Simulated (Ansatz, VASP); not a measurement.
# Ga3N4: VASP beside Ansatz

Contents of INCAR:

```
ALGO = Normal ; EDIFF = 1E-6
EDIFFG = -0.04 ; ENCUT = 600
GGA = PE ; IBRION = 2
ISIF = 3 ; ISMEAR = 0
LASPH = T ; LCHARG = F
LREAL = F ; LWAVE = F
NELM = 80 ; NSW = 90
PREC = Accurate ; SIGMA = 0.1
```

File KPOINTS:

```
k-points
0
Gamma
  4 4 4
```

File POSCAR:

```
Ga3N4
1.0
    4.7346961400      0.0000000000      0.0000000000
    0.0000000000      4.7346961400      0.0000000000
    0.0000000000      0.0000000000      4.7346961400
Ga N
3 4
Direct
    0.0000000000      0.0000000000      0.5000000000
    0.5000000000      0.0000000000      0.0000000000
    0.0000000000      0.5000000000      0.0000000000
    0.2842946100      0.7157053900      0.2842946100
    0.7157053900      0.2842946100      0.2842946100
    0.2842946100      0.2842946100      0.7157053900
    0.7157053900      0.7157053900      0.7157053900
```

Input for Ansatz:

```yaml
crystal:
  lattice:
    - [4.73469614, 0.0, 0.0]
    - [0.0, 4.73469614, 0.0]
    - [0.0, 0.0, 4.73469614]
  atoms:
    - { symbol: Ga, position: [0.0, 0.0, 0.5] }
    - { symbol: Ga, position: [0.5, 0.0, 0.0] }
    - { symbol: Ga, position: [0.0, 0.5, 0.0] }
    - { symbol: "N", position: [0.28429461, 0.71570539, 0.28429461] }
    - { symbol: "N", position: [0.71570539, 0.28429461, 0.28429461] }
    - { symbol: "N", position: [0.28429461, 0.28429461, 0.71570539] }
    - { symbol: "N", position: [0.71570539, 0.71570539, 0.71570539] }
basis:
  ecutwfc: 420
kpoints:
  mp_grid: { grid: [4, 4, 4] }
hamiltonian:
  xc: pbe
scf:
  occupations: { method: gaussian, width: 0.1 }
  lower_state_search: "off"
output:
  forces: true
  stress: true
  eigenvalues: true
relax:
  adjacent_minimum: "off"
  f_tol: 0.04
  max_steps: 70
  cell: { stress_tol: 0.4 }
```

Change from the starting cell: species swapped into the Sn3As4 type (P-43m, No. 215).

Alike in both runs: task relaxation of cell and atoms; functional PBE; k mesh 4 × 4 × 4; occupations gaussian, width 0.1 eV; no spin polarisation.

|  | VASP | Ansatz |
| --- | --- | --- |
| version | VASP 6.6.1 | Ansatz 0.2.0 |
| potentials or method | VASP PAW PBE potentials, release 64 (Ga_d, N), cutoff 600 eV | scalar-relativistic, plane waves, PAW |
| valence electrons in the cell | 59 | 59 |

|  | VASP | Ansatz | Ansatz less VASP |
| --- | --- | --- | --- |
| gap on the k mesh at the Fermi level, each at its own relaxed structure (eV) | none | none | - |
| relaxed volume (Å³/atom) | 13.63 | 13.68 | +0.050 |
| relaxed length of the cell vector where the two differ most in proportion (Å) | 4.570 | 4.575 | +0.0055 |

A gap of «none» marks a metal or a gap that the smearing closes.
